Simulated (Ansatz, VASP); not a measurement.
# NaHF2: VASP beside Ansatz

```
CELL_PARAMETERS angstrom
1.71356 0.98933 4.57129
-1.71356 0.98933 4.57129
0.00000 -1.97865 4.57129
ATOMIC_POSITIONS crystal
Na 0.00000 0.00000 0.00000
H 0.50000 0.50000 0.50000
F 0.41720 0.41720 0.41720
F 0.58280 0.58280 0.58280
```

Alike in both runs: task single point; functional PBE0; k mesh 4 × 4 × 4; occupations fermi-dirac, width 0.02 eV; no spin polarisation.

|  | VASP | Ansatz |
| --- | --- | --- |
| version | VASP 6.6.1 | Ansatz 0.2.0 |
| potentials or method | VASP PAW PBE potentials, release 64 (Na_pv, H, F), cutoff 520 eV | PAW plane waves |
| valence electrons in the cell | 22 | 24 |

|  | VASP | Ansatz | Ansatz less VASP |
| --- | --- | --- | --- |
| gap on the k mesh at the Fermi level (eV) | 9.98 | 10.00 | +0.019 |
| pressure (GPa) | 0.8 | 0.7 | -0.06 |
| traceless stress, the component that is largest in VASP (GPa) | -0.57 | -0.99 | -0.424 |
| rms of the force components (eV/Å) | 0.061 | 0.086 | +0.0252 |

Atom by atom the forces differ by 0.025 eV/Å (rms over components). VASP's potentials hold 22 valence electrons a cell and Ansatz's 24, so a difference there can come from the potentials and not from the codes. Ansatz's warnings: stress exchange threshold loose, stress scf threshold loose.

The k mesh is coarse, so the values compare programs but aren't converged.
